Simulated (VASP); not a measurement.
Write the native input for VASP 6.6.1 that does the following.

| Quantity | Value |
| --- | --- |
| Task | single point |
| Functional | PBE |
| Potentials or basis | VASP PAW PBE potentials, release 64 (Si, O) |
| Cutoff | 520 eV |
| k mesh | 4 × 4 × 4 |
| Occupations | gaussian, width 0.05 eV |
| Spin | no spin polarisation |
| Dipole correction | no |
| Further INCAR settings | ALGO = Normal; EDIFF = 1e-06; NBANDS = 25 |

The structure of SiO2 lies in POSCAR:

```
SiO2
1.0
   -2.4016287954      2.4016287954      3.6585047410
    2.4016287954     -2.4016287954      3.6585047410
    2.4016287954      2.4016287954     -3.6585047410
Si O
2 4
Direct
    0.0000000000      0.0000000000      0.0000000000
    0.7500000000      0.2500000000      0.5000000000
    1.0000759676      0.6250000000      0.8750759676
    0.3750000000      0.2500759676      0.3750759676
    0.7499240324      0.1250000000      0.1249240324
    0.8750000000     -0.0000759676      0.6249240324
```

These files were run (other wordings do the same):

INCAR

```
ALGO     = Normal         # electronic algorithm
EDIFF    = 1E-6           # SCF threshold, eV
ENCUT    = 520            # plane-wave cutoff, eV
GGA      = PE             # functional
ISIF     = 2              # what is computed and relaxed
ISMEAR   = 0              # smearing method
LASPH    = True           # aspherical terms in the spheres
LCHARG   = False          # write CHGCAR
LREAL    = False          # projectors in reciprocal space
LWAVE    = False          # write WAVECAR
NBANDS   = 25             # bands
NELM     = 100            # most SCF steps
PREC     = Accurate       # precision mode
SIGMA    = 0.05           # smearing width, eV
```

KPOINTS

```
k-points
0
Gamma
  4 4 4
```

Potentials or basis: VASP PAW PBE potentials, release 64 (Si, O).

Run with:

```bash
$ cat potpaw_PBE.64/Si/POTCAR potpaw_PBE.64/O/POTCAR > POTCAR
$ mpirun -np 1 vasp_std > vasp.out
```

Results of the run:

The pressure is 3.0 GPa, the largest force is 0.012 eV/Å and the band gap on the k mesh is 6.07 eV, direct.

Caveat: the k points lie up to 0.46 Å⁻¹ apart.

Wall time 18 s on 1 thread of Intel(R) Xeon(R) 6975P-C (Granite Rapids), on a shared host, peak memory 0.22 GiB.
